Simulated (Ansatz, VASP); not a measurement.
One calculation of RbCd2, two programs

Contents of INCAR:

```
SYSTEM = RbCd2
ALGO = Fast ; EDIFF = 1E-6
EDIFFG = -0.01 ; ENCUT = 600
GGA = PE ; IBRION = 2
ISIF = 3 ; ISMEAR = 0
LASPH = .TRUE. ; LCHARG = .FALSE.
LREAL = .FALSE. ; LWAVE = .FALSE.
NELM = 60 ; NSW = 100
PREC = Accurate ; SIGMA = 0.1
```

The input KPOINTS:

```
k-points
0
G
  8 8 8
  0 0 0
```

File POSCAR:

```
RbCd2
1.0
    0.0000000000      4.4736351577      4.4736351577
    4.4736351577      0.0000000000      4.4736351577
    4.4736351577      4.4736351577      0.0000000000
Rb Cd
2 4
Direct
    0.0000000000      0.0000000000      0.0000000000
    0.2500000000      0.2500000000      0.2500000000
    0.6250000000      0.6250000000      0.6250000000
    0.1250000000      0.6250000000      0.6250000000
    0.6250000000      0.6250000000      0.1250000000
    0.6250000000      0.1250000000      0.6250000000
```

Input for Ansatz:

```yaml
crystal:
  lattice:
    - [0.0, 4.4736351577, 4.4736351577]
    - [4.4736351577, 0.0, 4.4736351577]
    - [4.4736351577, 4.4736351577, 0.0]
  atoms:
    - { symbol: Rb, position: [0.0, 0.0, 0.0] }
    - { symbol: Rb, position: [0.25, 0.25, 0.25] }
    - { symbol: Cd, position: [0.625, 0.625, 0.625] }
    - { symbol: Cd, position: [0.125, 0.625, 0.625] }
    - { symbol: Cd, position: [0.625, 0.625, 0.125] }
    - { symbol: Cd, position: [0.625, 0.125, 0.625] }
basis:
  ecutwfc: 420
kpoints:
  mp_grid: { grid: [8, 8, 8] }
hamiltonian:
  xc: pbe
scf:
  occupations: { method: gaussian, width: 0.1 }
output:
  forces: true
  stress: true
  eigenvalues: true
relax:
  adjacent_minimum: "off"
  f_tol: 0.01
  max_steps: 80
  cell: { stress_tol: 0.05 }
```

Alike in both runs: task relaxation of cell and atoms; functional PBE; k mesh 8 × 8 × 8; occupations gaussian, width 0.1 eV; no spin polarisation.

|  | VASP | Ansatz |
| --- | --- | --- |
| version | VASP 6.6.1 | Ansatz 0.2.0 |
| potentials or method | VASP PAW PBE potentials, release 64 (Rb_sv, Cd), cutoff 600 eV | scalar-relativistic, plane waves, PAW |
| valence electrons in the cell | 66 | 98 |

|  | VASP | Ansatz | Ansatz less VASP |
| --- | --- | --- | --- |
| gap on the k mesh at the Fermi level, each at its own relaxed structure (eV) | none | none | - |
| relaxed volume (Å³/atom) | 34.37 | 34.19 | -0.176 |
| relaxed length of the cell vector where the two differ most in proportion (Å) | 6.632 | 6.620 | -0.0113 |

A gap of «none» marks a metal or a gap that the smearing closes. VASP's potentials hold 66 valence electrons a cell and Ansatz's 98, so a difference there can come from the potentials and not from the codes.

Noted on VASP's run: the volume moved by over 15 % at a fixed basis, so the end points are rough.
